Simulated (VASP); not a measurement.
# Al6N6O (a cell with a defect) in VASP: a series of runs

The runs below take Al6N6O (a cell with a defect) through single point, with PBE.

Program: VASP 6.6.1. These are calculated values, not measurements. Logs are shortened: lines on timing, memory, paths and dates and some standing lists are left out, and cuts for length are marked.

### 1 The cell of the first run

The cell holds a defect, 13 atoms: a = 5.421 Å, b = 5.421 Å, c = 5.913 Å, α = 62.72°, β = 62.72°, γ = 60.00°.

### 2 Single point, PBE

The input, INCAR:

```
SYSTEM = Al6N6O
  PREC = Accurate
  ENCUT = 520
  EDIFF = 1E-6
  ISMEAR = 0
  SIGMA = 0.05
  LREAL = .False.
  LASPH = .True.
  NELM = 120
  ALGO = Normal
  ISIF = 2
  LWAVE = .False.
  LCHARG = .False.
  GGA = PE
  NELECT = 56.0
  NBANDS = 39
  GGA_COMPAT = .False.
```

The input, KPOINTS:

```
regular mesh
0
Gamma
  6 6 4
  0 0 0
```

The input, POSCAR:

```
Al6N6O
1.0
    0.0000000000      5.4209177894      0.0000000000
    4.6946525174      2.7104588947      0.0000000000
    1.5648841725      2.7104588947     -5.0173032437
Al N O
6 6 1
Direct
    0.3339095018      0.0005761684      0.9982714947
    0.6672428351      0.3339095018      0.9982714947
    0.0005761684      0.6672428351      0.9982714947
    0.1672428351      0.5005761684      0.4982714947
    0.5005761684      0.8339095018      0.4982714947
    0.8339095018      0.1672428351      0.4982714947
    0.4610904982      0.1277571649      0.6167285053
    0.7944238316      0.4610904982      0.6167285053
    0.1277571649      0.7944238316      0.6167285053
    0.2944238316      0.6277571649      0.1167285053
    0.6277571649      0.9610904982      0.1167285053
    0.9610904982      0.2944238316      0.1167285053
   -0.1105349427      0.3894176759      1.3316048280
```

Potentials or basis: VASP PAW PBE potentials, release 64 (Al, N, O).

Started as:

```console
> cat potpaw_PBE.64/Al/POTCAR potpaw_PBE.64/N/POTCAR potpaw_PBE.64/O/POTCAR > POTCAR
> mpirun -np 1 vasp_std > vasp.out
```

OUTCAR:

```text
SYSTEM = Al6N6O
   PREC = Accurate
   ENCUT = 520
   EDIFF = 1E-6
   ISMEAR = 0
   LREAL = .False.
   LASPH = .True.
   NELM = 120
   ISIF = 2
   GGA = PE
   NELECT = 56.0

 ion  position               nearest neighbor table
   1  0.334  0.001  0.998-  10 1.90  11 1.90  12 1.90   7 1.91   5 3.09   5 3.09   4 3.09   4 3.09
                             6 3.09   6 3.09   2 3.13   3 3.13   3 3.13   2 3.13   3 3.13   2 3.13
   2  0.667  0.334  0.998-  10 1.90  12 1.90  11 1.90   8 1.91   4 3.09   4 3.09   5 3.09   5 3.09
                             6 3.09   6 3.09   1 3.13   3 3.13   3 3.13   3 3.13   1 3.13   1 3.13
   3  0.001  0.667  0.998-  13 1.90  12 1.90  11 1.90  10 1.90   9 1.91   6 3.09   6 3.09   4 3.09
                             5 3.09   4 3.09   5 3.09   2 3.13   1 3.13   1 3.13   2 3.13   2 3.13
   4  0.167  0.501  0.498-   7 1.90   8 1.90   9 1.90  10 1.91  13 2.53   2 3.09   2 3.09   1 3.09
                             1 3.09   3 3.09   3 3.09   5 3.13   6 3.13   6 3.13   5 3.13   5 3.13
   5  0.501  0.834  0.498-   7 1.90   9 1.90   8 1.90  11 1.91  13 2.53   1 3.09   1 3.09   2 3.09
                             2 3.09   3 3.09   3 3.09   4 3.13   6 3.13   6 3.13   4 3.13   6 3.13
   6  0.834  0.167  0.498-  13 1.23   9 1.90   8 1.90   7 1.90  12 1.91   3 3.09   3 3.09   1 3.09
                             2 3.09   1 3.09   2 3.09   5 3.13   4 3.13   4 3.13   5 3.13   5 3.13
   7  0.461  0.128  0.617-   4 1.90   5 1.90   6 1.90   1 1.91
   8  0.794  0.461  0.617-  13 1.69   6 1.90   4 1.90   5 1.90   2 1.91
   9  0.128  0.794  0.617-   6 1.90   5 1.90   4 1.90   3 1.91
  10  0.294  0.628  0.117-   1 1.90   2 1.90   3 1.90   4 1.91
  11  0.628  0.961  0.117-   3 1.90   1 1.90   2 1.90   5 1.91
  12  0.961  0.294  0.117-  13 1.41   3 1.90   2 1.90   1 1.90   6 1.91
  13  0.889  0.389  0.332-   6 1.23  12 1.41   8 1.69   3 1.90   4 2.53   5 2.53

 -----------------------------------------------------------------------------
|                                                                             |
|           W    W    AA    RRRRR   N    N  II  N    N   GGGG   !!!           |
|           W    W   A  A   R    R  NN   N  II  NN   N  G    G  !!!           |
|           W    W  A    A  R    R  N N  N  II  N N  N  G       !!!           |
|           W WW W  AAAAAA  RRRRR   N  N N  II  N  N N  G  GGG   !            |
|           WW  WW  A    A  R   R   N   NN  II  N   NN  G    G                |
|           W    W  A    A  R    R  N    N  II  N    N   GGGG   !!!           |
|                                                                             |
|     The distance between some ions is very small. Please check the          |
|     nearest-neighbor list in the OUTCAR file.                               |
|     I HOPE YOU KNOW WHAT YOU ARE DOING!                                     |
|                                                                             |
 -----------------------------------------------------------------------------

  LATTYP: Found a trigonal (rhomboedric) cell.
 ALAT       =     5.9134407693
 COS(alpha) =     0.5798202250

  Lattice vectors:

 A1 = (   1.5648841725,  -2.7104588947,  -5.0173032437)
 A2 = (  -3.1297683449,  -0.0000000000,  -5.0173032437)
 A3 = (   1.5648841725,   2.7104588947,  -5.0173032437)

Analysis of symmetry for initial positions (statically):
=====================================================================
 Subroutine PRICEL returns:
 Original cell was already a primitive cell.

 Routine SETGRP: Setting up the symmetry group for a
 trigonal (rhombohedral) supercell.

 Subroutine GETGRP returns: Found  1 space group operations
 (whereof  1 operations were pure point group operations)
 out of a pool of 12 trial point group operations.

The static configuration has the point symmetry C_1 .

Analysis of symmetry for dynamics (positions and initial velocities):
=====================================================================
 Subroutine PRICEL returns:
 Original cell was already a primitive cell.

 Routine SETGRP: Setting up the symmetry group for a
 trigonal (rhombohedral) supercell.

 Subroutine GETGRP returns: Found  1 space group operations
 (whereof  1 operations were pure point group operations)
 out of a pool of 12 trial point group operations.

The dynamic configuration has the point symmetry C_1 .

 Subroutine INISYM returns: Found  1 space group operations
 (whereof  1 operations are pure point group operations),
 and found     1 'primitive' translations

----------------------------------------------------------------------------------------

                                     Primitive cell

  volume of cell :     127.6870

  direct lattice vectors                    reciprocal lattice vectors
     0.000000000  5.420917789  0.000000000    -0.106504155  0.184470608  0.066436752
     4.694652517  2.710458895  0.000000000     0.213008310  0.000000000  0.066436752
     1.564884173  2.710458895 -5.017303244     0.000000000  0.000000000 -0.199310257

  length of vectors
     5.420917789  5.420917789  5.913440769     0.223128623  0.223128623  0.199310257

  position of ions in fractional coordinates (direct lattice)
     0.333909502  0.000576168  0.998271495
     0.667242835  0.333909502  0.998271495
     0.000576168  0.667242835  0.998271495
[... 55 lines left out ...]
|           W    W  A    A  R    R  N    N  II  N    N   GGGG   !!!           |
|                                                                             |
|     Your reciprocal lattice and k-lattice belong to different lattice       |
|     classes:                                                                |
|                                                                             |
|        The reciprocal lattice is rhombohedral (trigonal),                   |
|        whereas your k-lattice is base-centered monoclinic.                  |
|                                                                             |
|     Results are often still useful ...                                      |
|                                                                             |
 -----------------------------------------------------------------------------

 WARNING: IBZKPT: internal override: KBLOWUP is changed to .FALSE.
      ... skipping the blow-up phase ...

 Subroutine IBZKPT returns following result:
 ===========================================

 Found     76 irreducible k-points:

 Following reciprocal coordinates:
            Coordinates               Weight
  0.000000  0.000000  0.000000      1.000000
  0.166667 -0.000000  0.000000      2.000000
  0.333333  0.000000  0.000000      2.000000
  0.500000 -0.000000  0.000000      1.000000
  0.000000  0.166667  0.000000      2.000000
  0.166667  0.166667  0.000000      2.000000
[... 16 lines left out ...]
  0.333333  0.000000  0.250000      2.000000
  0.500000 -0.000000  0.250000      2.000000
 [... further k-points ...]
   k-points           NKPTS =     76   k-points in BZ     NKDIM =     76   number of bands    NBANDS=     39
   number of dos      NEDOS =    301   number of ions     NIONS =     13
   total plane-waves  NPLWV =  76800
   dimension x,y,z NGX =    40 NGY =   40 NGZ =   48
   dimension x,y,z NGXF=    80 NGYF=   80 NGZF=   96
   ions per type =               6   6   1
   NGX,Y,Z   is equivalent  to a cutoff of  12.27, 12.27, 13.49 a.u.
   NGXF,Y,Z  is equivalent  to a cutoff of  24.53, 24.53, 26.99 a.u.
 SYSTEM =  Al6N6O
   PREC   = accura    normal or accurate (medium, high low for compatibility)
   ISTART =      0    job   : 0-new  1-cont  2-samecut
   ICHARG =      2    charge: 1-file 2-atom 10-const
   ISPIN  =      1    spin polarized calculation?
   LNONCOLLINEAR =      F non collinear calculations
   LSORBIT =      F    spin-orbit coupling
   LASPH  =      T    aspherical Exc in radial PAW
   ENCUT  =  520.0 eV  38.22 Ry    6.18 a.u.  10.08 10.08 11.00*2*pi/ulx,y,z
   NELM   =    120;   NELMIN=  2; NELMDL= -5     # of ELM steps
   EDIFF  = 0.1E-05   stopping-criterion for ELM
   LREAL  =      F    real-space projection
   EDIFFG = 0.1E-04   stopping-criterion for IOM
   NSW    =      0    number of steps for IOM
   IBRION =     -1    ionic relax: 0-MD 1-quasi-New 2-CG
   NFREE  =      0    steps in history (QN), initial steepest desc. (CG)
   ISIF   =      2    stress and relaxation
   ISYM   =      2    0-nonsym 1-usesym 2-fastsym
   POTIM  = 0.5000    time-step for ionic-motion
   TEBEG  =    0.0;   TEEND  =   0.0 temperature during run
   PSTRESS=    0.0 pullay stress
   NELECT =      56.0000    total number of electrons
   NUPDOWN=      -1.0000    fix difference up-down
   EMIN   =  10.00;   EMAX   =-10.00  energy-range for DOS
   EFERMI =   0.00;   METHOD = LEGACY
   ISMEAR =     0;   SIGMA  =   0.05  broadening in eV -4-tet -1-fermi 0-gaus
   EFERMI_NEDOS =   21; number of points for ismear=-14 and -15
   IALGO  =     38    algorithm
   IMIX   =      4    mixing-type and parameters
     AMIX     =   0.40;   BMIX     =  1.00
     AMIX_MAG =   1.60;   BMIX_MAG =  1.00
  volume/ion in A,a.u.               =       9.82        66.28
  Fermi-wavevector in a.u.,A,eV,Ry     =   1.243814  2.350467 21.049196  1.547072
  Thomas-Fermi vector in A             =   2.378108
   LORBIT       =      0    0 simple, 1 ext, 2 COOP (PROOUT), +10 PAW based schemes
   GGA     = PE    functional components
   LHFCALC =     F    Hartree Fock is set to
   AEXX    =    0.0000 exact exchange contribution
   IVDW    =     0    specifies the selected vdW correction
   LEPSILON=     F    determine dielectric tensor
   LRPA    =     F    only Hartree local field effects (RPA)
 non-spin polarized calculation
 Gauss-broadening in eV      SIGMA  =   0.05
  energy-cutoff  :      520.00
  volume of cell :      127.69
 maximum number of plane-waves:      3468
   NGX = 21   NGY = 21   NGZ = 21

 number of electron      55.9999997 magnetization

 Free energy of the ion-electron system (eV)
  ---------------------------------------------------
  ext. energy  EPLUGINS =         0.00000000
  ---------------------------------------------------
  free energy    TOTEN  =       -58.71790648 eV

  energy without entropy =      -58.71526346  energy(sigma->0) =      -58.71658497

 E-fermi :  11.5820     XC(G=0): -11.3767

 val. band max:       11.5774336398   @ k =   0.1667   0.5000   0.0000
 cond. band min:      11.6488778497   @ k =   0.5000  -0.1667   0.2500
 fundamental gap:      0.0714442099
 Fermi energy:        11.5819776001

 k-point     1 :       0.0000    0.0000    0.0000
  band No.  band energies     occupation
      1     -16.0849      2.00000
      2      -8.6672      2.00000
      3      -8.1192      2.00000
      4      -6.6536      2.00000
      5      -6.4069      2.00000
      6      -6.3391      2.00000
[... 997 lines left out ...]
     38      15.5389      0.00000
     39      15.9762      0.00000

 [... further k-points ...]

------------------------ aborting loop because EDIFF is reached ----------------------------------------

  FORCE on cell =-STRESS in cart. coord.  units (eV):
  Direction    XX          YY          ZZ          XY          YZ          ZX
  --------------------------------------------------------------------------------------
  -------------------------------------------------------------------------------------
  Total       58.8173560     37.1258957     83.8974326     18.6125728      6.2678719     10.7915937
  in kB      738.0222516    465.8444209   1052.7194071    233.5448886     78.6473462    135.4096282
  external PRESSURE =     752.1953599 kB  Pullay stress =       0.0000000 kB

 VOLUME and BASIS-vectors are now :
 -----------------------------------------------------------------------------
  energy-cutoff  :      520.00
  volume of cell :      127.69
      direct lattice vectors                 reciprocal lattice vectors
     0.000000000  5.420917789  0.000000000    -0.106504155  0.184470608  0.066436752
     4.694652517  2.710458895  0.000000000     0.213008310  0.000000000  0.066436752
     1.564884173  2.710458895 -5.017303244     0.000000000  0.000000000 -0.199310257

 POSITION                                       TOTAL-FORCE (eV/Angst)
 -----------------------------------------------------------------------------------
      1.56488      4.51743     -5.00863        -0.150750     -0.822806      0.294051
      3.12977      7.22789     -5.00863        -0.452544      0.546880      0.706054
      4.69465      4.51743     -5.00863         1.284093      0.671026      0.511773
      3.12977      3.61395     -2.49998         0.266788     -0.341884     -0.265593
      4.69465      6.32440     -2.49998         0.180806      0.446879     -0.066750
      1.56488      6.32440     -2.49998       -29.551419    -16.928887    -32.307359
      1.56488      4.51743     -3.09431         0.071123      0.211257     -0.007790
      3.12977      7.22789     -3.09431         5.207414      2.506351     -8.410687
      4.69465      4.51743     -3.09431        -0.267280      0.279313     -0.185161
      3.12977      3.61395     -0.58566        -0.109840      0.427512     -0.569211
      4.69465      6.32440     -0.58566         0.510287     -0.478762     -0.223363
      1.56488      6.32440     -0.58566        -6.554084     -3.529665      8.559091
      2.34710      6.77602     -1.66376        29.565405     17.012786     31.964944
 -----------------------------------------------------------------------------------
    total drift:                               -0.000399     -0.000152      0.001403

  FREE ENERGIE OF THE ION-ELECTRON SYSTEM (eV)
  ---------------------------------------------------
  free  energy   TOTEN  =       -58.7179064767 eV

  energy  without entropy=      -58.7152634589  energy(sigma->0) =      -58.71658497
```

It took 8.1 min on 1 thread of Oxide Virtual Turin-like, shared host; peak memory 0.41 GiB.

Results:

```
Free energy   : -58.7179 eV
Largest force : 46.943 eV/Å
```

Forces in eV/Å, atoms in the order of the input:
```
Al   -0.151  -0.823   0.294
Al   -0.453   0.547   0.706
Al    1.284   0.671   0.512
Al    0.267  -0.342  -0.266
Al    0.181   0.447  -0.067
Al  -29.551 -16.929 -32.307
N     0.071   0.211  -0.008
N     5.207   2.506  -8.411
N    -0.267   0.279  -0.185
N    -0.110   0.428  -0.569
N     0.510  -0.479  -0.223
N    -6.554  -3.530   8.559
O    29.565  17.013  31.965
```

Caveat: the cell carries a net charge on a neutralising background, which shifts energy and pressure; the cell is charged against a uniform background, so pressure and absolute levels hang on convention; atoms lie so close that the PAW spheres overlap strongly, which falsifies energies and pressures.

### 3 Single point, PBE

The input, INCAR:

```
PREC = Accurate
ENCUT = 520
EDIFF = 1E-6
ISMEAR = 0
SIGMA = 0.05
LREAL = False
LASPH = True
NELM = 120
ALGO = Normal
ISIF = 2
LWAVE = False
LCHARG = False
GGA = PE
NBANDS = 39
NELECT = 56.0
GGA_COMPAT = False
```

The input, KPOINTS:

```
regular mesh
0
Gamma
  6 6 4
```

POSCAR: that of step 2 with these lines changed.

```diff
@@ -20,2 +20,2 @@
     0.9610904982      0.2944238316      0.1167285053
-   -0.1105349427      0.3894176759      1.3316048280
+   -0.6105349427      0.7227510092      1.1649381614
```

Potentials or basis: VASP PAW PBE potentials, release 64 (Al, N, O).

Started as:

```console
> cat potpaw_PBE.64/Al/POTCAR potpaw_PBE.64/N/POTCAR potpaw_PBE.64/O/POTCAR > POTCAR
> mpirun -np 1 vasp_std > vasp.out
```

Run time: 6.9 min. Hardware: 1 thread of Oxide Virtual Turin-like, shared host; peak memory 0.42 GiB.

It converged, with:

```yaml
Free_energy: -58.3227 eV
Largest_force: 40.949 eV/Å
```

Forces on the atoms (eV/Å):
```
Al   23.319   1.809  17.920
Al   -2.245  -0.055   0.769
Al    0.776   0.017   0.308
Al   -0.160  -0.823  -1.615
Al    0.257   0.374   0.295
Al   -0.307   0.015   0.303
N     0.230   0.188   0.000
N    -0.451  -0.124  -0.241
N     0.127   0.066  -1.000
N   -21.720 -33.854   7.675
N     2.061   2.876   0.297
N     0.365   0.270  -0.250
O    -2.251  29.240 -24.461
```

Levels at points of the mesh, in eV from the Fermi level:
```
           k point  band 24  band 25  band 26  band 27  band 28  band 29  band 30  band 31  band 32  band 33
(0.00, 0.00, 0.00)    -5.64    -5.57    -4.34    -3.81    -1.27     0.39     1.12     1.43     1.53     2.05
(0.50, 0.00, 0.00)    -6.15    -5.84    -4.72    -4.26    -0.49     0.17     0.82     1.02     1.46     2.11
(0.00, 0.50, 0.00)    -6.04    -5.70    -4.63    -4.18    -0.27     0.20     0.74     1.27     1.44     1.72
(0.50, 0.50, 0.00)    -6.20    -5.88    -4.62    -4.41    -0.14     0.23     0.82     1.06     1.38     2.09
(0.00, 0.00, 0.50)    -5.93    -5.90    -4.51    -3.96    -0.39     0.15     0.58     1.33     2.30     2.45
(0.50, 0.00, 0.50)    -6.14    -5.96    -4.45    -3.86     0.13     0.40     0.74     1.03     1.35     1.61
(0.00, 0.50, 0.50)    -6.15    -5.81    -4.66    -4.22     0.08     0.48     0.56     0.81     1.08     1.93
(0.50, 0.50, 0.50)    -6.04    -5.82    -4.66    -3.93    -0.38    -0.21     0.37     1.02     1.60     2.50
```

Caveat: the cell carries a net charge on a neutralising background, which shifts energy and pressure; the cell is charged against a uniform background, so pressure and absolute levels hang on convention; the standard files for N, O and F lose accuracy on very short bonds.

### 4 Single point, PBE

The input, INCAR:

```
SYSTEM = Al6N6O
ALGO     = Normal         ! electronic algorithm
EDIFF    = 1E-6           ! SCF threshold, eV
ENCUT    = 520            ! plane-wave cutoff, eV
GGA      = PE             ! functional
GGA_COMPAT= .False.      
ISIF     = 2              ! what is computed and relaxed
ISMEAR   = 0              ! smearing method
LASPH    = .True.         ! aspherical terms in the spheres
LCHARG   = .False.        ! write CHGCAR
LREAL    = .False.        ! projectors in reciprocal space
LWAVE    = .False.        ! write WAVECAR
NBANDS   = 39             ! bands
NELECT   = 56.0         
NELM     = 120            ! most SCF steps
PREC     = Accurate       ! precision mode
SIGMA    = 0.05           ! smearing width, eV
```

The input, KPOINTS:

```
k-points
0
Gamma
  6 6 4
  0 0 0
```

POSCAR: that of step 3 with these lines changed.

```diff
@@ -20,2 +20,2 @@
     0.9610904982      0.2944238316      0.1167285053
-   -0.6105349427      0.7227510092      1.1649381614
+   -0.4438682760      0.7227510092      0.9982714947
```

Started as:

```console
> cat potpaw_PBE.64/Al/POTCAR potpaw_PBE.64/N/POTCAR potpaw_PBE.64/O/POTCAR > POTCAR
> mpirun -np 1 vasp_std > vasp.out
```

Wall time 8.7 min (1 thread of Oxide Virtual Turin-like, shared host); peak memory 0.42 GiB.

The run converged. Its results:

| Quantity | Value |
| --- | --- |
| Free energy | -65.3996 eV |
| Largest force | 25.473 eV/Å |

Forces in eV/Å, atoms in the order of the input:
```
Al   19.749  -5.718   0.399
Al    0.011   0.509  -0.150
Al    0.064  -0.764  -0.740
Al   -0.458  -0.779   0.936
Al    0.248   0.478   0.800
Al    0.192   0.172   0.594
N     1.515  -0.483   1.084
N    -0.278  -0.878  -0.719
N    -0.142   0.153   0.058
N    -2.062 -10.889  -5.697
N     4.484   4.088  -1.919
N    -2.284   1.007  -0.519
O   -21.039  13.104   5.872
```

Levels at points of the mesh, in eV from the Fermi level:
```csv
k point,band 26,band 27,band 28,band 29,band 30,band 31
"(0.00, 0.00, 0.00)",-4.98,-3.88,-0.87,0.03,1.06,1.77
"(0.50, 0.00, 0.00)",-4.88,-3.58,-0.14,-0.01,0.58,1.35
"(0.00, 0.50, 0.00)",-4.17,-3.42,-0.33,0.24,0.55,1.63
"(0.50, 0.50, 0.00)",-4.94,-3.53,-0.07,0.58,1.07,1.30
"(0.00, 0.00, 0.50)",-4.78,-3.83,-0.14,0.36,0.86,1.57
"(0.50, 0.00, 0.50)",-4.59,-3.61,0.05,0.52,0.93,1.33
"(0.00, 0.50, 0.50)",-4.66,-3.48,-0.37,0.47,0.85,1.24
"(0.50, 0.50, 0.50)",-5.02,-3.93,-0.11,0.11,0.65,1.47
```

Caveat: the cell carries a net charge on a neutralising background, which shifts energy and pressure; the cell is charged against a uniform background, so pressure and absolute levels hang on convention.

[end of part 1 of 2]
